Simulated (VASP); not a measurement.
CoSi (WC type), 2 atoms in the cell. The structure is hexagonal, space group P-6m2 (No. 187). The conventional cell has a = 2.367 Å, b = 2.367 Å, c = 3.296 Å, α = 90.00°, β = 90.00°, γ = 120.00°. Within 2.8 Å of Co (site symmetry -6m2) lie 6 Si at 2.14 Å and 6 Co at 2.37 Å. Within 2.8 Å of Si (site symmetry -6m2) lie 6 Co at 2.14 Å and 6 Si at 2.37 Å.  This cell differs from its parent crystal: volume scaled by 0.64.

```yaml
Program: VASP 6.6.1
Task: single point
Functional: PBE
Potentials_or_basis: VASP PAW PBE potentials, release 64 (Co, Si)
Cutoff: 600 eV
k_mesh: 16 × 16 × 14
Occupations: fermi-dirac, width 0.05 eV
Spin: no spin polarisation
Dipole_correction: no
Further_INCAR_settings: ALGO = Normal; EDIFF = 1e-06; NBANDS = 14
```

Potentials or basis: VASP PAW PBE potentials, release 64 (Co, Si).

Command:

```console
$ cat potpaw_PBE.64/Co/POTCAR potpaw_PBE.64/Si/POTCAR > POTCAR
$ mpirun -np 1 vasp_std > vasp.out
```

Hardware: 1 thread of Intel(R) Xeon(R) 6975P-C (Granite Rapids), with other jobs on the host.

**Question.** How long does it take, and how much memory?

**Answer.** Wall time 46 s on 1 thread of Intel(R) Xeon(R) 6975P-C (Granite Rapids), with other jobs on the host, peak memory 0.18 GiB. Counts: scf iterations 13, k points 240.
